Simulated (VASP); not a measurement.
Input of a VASP 6.6.1 run:

File INCAR:

```
SYSTEM = CuO
PREC     = Accurate       ! precision mode
ENCUT    = 520            ! plane-wave cutoff, eV
EDIFF    = 1E-8           ! SCF threshold, eV
ISMEAR   = -1             ! smearing method
SIGMA    = 0.05           ! smearing width, eV
LREAL    = .FALSE.        ! projectors in reciprocal space
LASPH    = .TRUE.         ! aspherical terms in the spheres
NELM     = 100            ! most SCF steps
ALGO     = Normal         ! electronic algorithm
ISIF     = 2              ! what is computed and relaxed
LWAVE    = .FALSE.        ! write WAVECAR
LCHARG   = .FALSE.        ! write CHGCAR
GGA      = PE             ! functional
LEFG     = .TRUE.       
NBANDS   = 25             ! bands
```

File KPOINTS:

```
Automatic mesh
0
G
  10 10 5
  0 0 0
```

The input POSCAR:

```
CuO
1.0
    2.3418500000     -1.7113000000      0.0000000000
    2.3418500000      1.7113000000      0.0000000000
   -0.8500274268      0.0000000000      5.0578693947
Cu O
2 2
Direct
    0.5000000000      0.0000000000      0.5000000000
    0.0000000000      0.5000000000      0.0000000000
    0.4184000000      0.5816000000      0.7500000000
    0.5816000000      0.4184000000      0.2500000000
```

Potentials or basis: VASP PAW PBE potentials, release 64 (Cu, O).

Run with:

```console
$ cat potpaw_PBE.64/Cu/POTCAR potpaw_PBE.64/O/POTCAR > POTCAR
$ mpirun -np 1 vasp_std > vasp.out
```

(1) Estimate the largest force.

(2) What does it give for the pressure?

Answers

(1) 0.219 eV/Å.

(2) 6.4 GPa.

Caveat: without QUAD_EFG the Cq values of the log hold for a quadrupole moment of 1 mb, not for the nuclei.
